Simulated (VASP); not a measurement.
A run of VASP 6.6.1 is set up as follows.

The input INCAR:

```
SYSTEM = Re
PREC     = Accurate       ! precision mode
ENCUT    = 520            ! plane-wave cutoff, eV
EDIFF    = 1E-6           ! SCF threshold, eV
ISMEAR   = -1             ! smearing method
SIGMA    = 0.1            ! smearing width, eV
LREAL    = .FALSE.        ! projectors in reciprocal space
LASPH    = .TRUE.         ! aspherical terms in the spheres
NELM     = 80             ! most SCF steps
ALGO     = Normal         ! electronic algorithm
ISIF     = 2              ! what is computed and relaxed
LWAVE    = .FALSE.        ! write WAVECAR
LCHARG   = .FALSE.        ! write CHGCAR
GGA      = RP             ! functional
NBANDS   = 18             ! bands
```

Contents of KPOINTS:

```
Automatic mesh
0
G
  9 9 13
  0 0 0
```

POSCAR

```
Re
1.0
    4.2753380306      0.0000000000      0.0000000000
   -2.1376690153      3.7025513443      0.0000000000
    0.0000000000      0.0000000000      2.6793811928
Re
3
Direct
    1.0000000000      1.0000000000      1.0000000000
    0.3333333333      0.6666666667      0.5000000000
    0.6666666667      0.3333333333      0.5000000000
```

Potentials or basis: VASP PAW PBE potentials, release 64 (Re).

Command:

```sh
$ cat potpaw_PBE.64/Re/POTCAR > POTCAR
$ mpirun -np 1 vasp_std > vasp.out
```

Q: Predict the pressure.

A: 33.2 GPa.

Q: Estimate the band gap on the k mesh.

A: Zero (an odd number of electrons rules out a gap without spin polarisation).

Stress tensor (GPa, compression positive):
```
34.51  0.00  0.00
 0.00 34.51  0.00
 0.00  0.00 30.61
```

Caveat: the cell stands under pressure; the PAW data sets were made with another functional, which shifts forces and pressure a little; spin-orbit coupling is left out, which moves the levels of the heavy elements.
